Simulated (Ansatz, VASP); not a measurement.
# K: VASP beside Ansatz

```xyz
2
Lattice="0.0000 4.5665 4.5665 4.5665 0.0000 4.5665 4.5665 4.5665 0.0000" Properties=species:S:1:pos:R:3 pbc="T T T"
K    -1.1416   -1.1416   -1.1416
K     1.1416    1.1416    1.1416
```

Alike in both runs: task single point; functional LDA; k mesh 9 × 9 × 9; occupations fermi-dirac, width 0.08 eV; no spin polarisation.

|  | VASP | Ansatz |
| --- | --- | --- |
| version | VASP 6.6.1 | Ansatz 0.2.0 |
| potentials or method | VASP PAW LDA potentials, release 64 (K_sv), cutoff 520 eV | all-electron LAPW, scalar-relativistic |

```csv
,VASP,Ansatz,Ansatz less VASP
pressure (GPa),0.0,0.0,+0.01
```

LDA's correlation is that of Perdew and Zunger in VASP and of Perdew and Wang (1992) in Ansatz. Ansatz ran all-electron here, and VASP with PAW potentials.
